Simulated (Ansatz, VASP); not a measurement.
**CoH4 in VASP and in Ansatz**

```
Co H
1.0
     2.37682    0.00000    0.00000
    -1.18841    2.05838    0.00000
     0.00000    0.00000    8.44717
Co H
1 4
Direct
  0.00000 0.00000 0.00000
  0.33333 0.66667 0.88622
  0.33333 0.66667 0.50001
  0.66667 0.33333 0.11378
  0.66667 0.33333 0.49999
```

Change from the starting cell: species swapped into the Co4H type (P-3m1, No. 164).

Alike in both runs: functional PBE; k mesh 18 × 18 × 6; occupations gaussian, width 0.1 eV; no spin polarisation.

Ansatz relaxed the structure, and its values are those at the end. VASP's run is a single point on that final structure, the one shown.

|  | VASP | Ansatz |
| --- | --- | --- |
| version | VASP 6.6.1 | Ansatz 0.2.0 |
| potentials or method | VASP PAW PBE potentials, release 64 (Co, H), cutoff 520 eV | scalar-relativistic, plane waves, PAW |
| valence electrons in the cell | 13 | 21 |

Ansatz gave:

* gap on the k mesh at the Fermi level (eV): none
* pressure (GPa): 0.0

Q: Estimate VASP's values.

A: gap on the k mesh at the Fermi level (eV): none; pressure (GPa): -0.3.

A gap of «none» marks a metal or a gap that the smearing closes. VASP's potentials hold 13 valence electrons a cell and Ansatz's 21, so a difference there can come from the potentials and not from the codes.
